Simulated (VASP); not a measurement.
Crystal: KCl.

```
CELL_PARAMETERS angstrom
3.77081 0.00000 0.00000
0.00000 3.77081 0.00000
0.00000 0.00000 3.77081
ATOMIC_POSITIONS crystal
K 0.00000 0.00000 0.00000
Cl 0.50000 0.50000 0.50000
```

Base run:

```yaml
Program: VASP 6.6.1
Functional: PBE-based screened hybrid with 50 % exact exchange
Potentials_or_basis: VASP PAW PBE potentials, release 64 (K_sv, Cl)
Cutoff: 520 eV
k_mesh: 4 × 4 × 4
Occupations: gaussian, width 0.01 eV
Spin: no spin polarisation
```

Its results: band gap on the k mesh 7.25 eV (least direct gap 7.49 eV); pressure 0.2 GPa.

Task: The run is repeated on the same cell with these changes: functional from PBE-based screened hybrid with 50 % exact exchange to PBE-based screened hybrid with 10 % exact exchange; share of exact exchange from 0.5 to 0.1. What comes out?

Result: Band gap on the k mesh 5.46 eV (least direct gap 5.68 eV); pressure 1.0 GPa.

Caveats: the PAW data sets were made with another functional, which shifts forces and pressure a little.

A k mesh can miss the band edges.
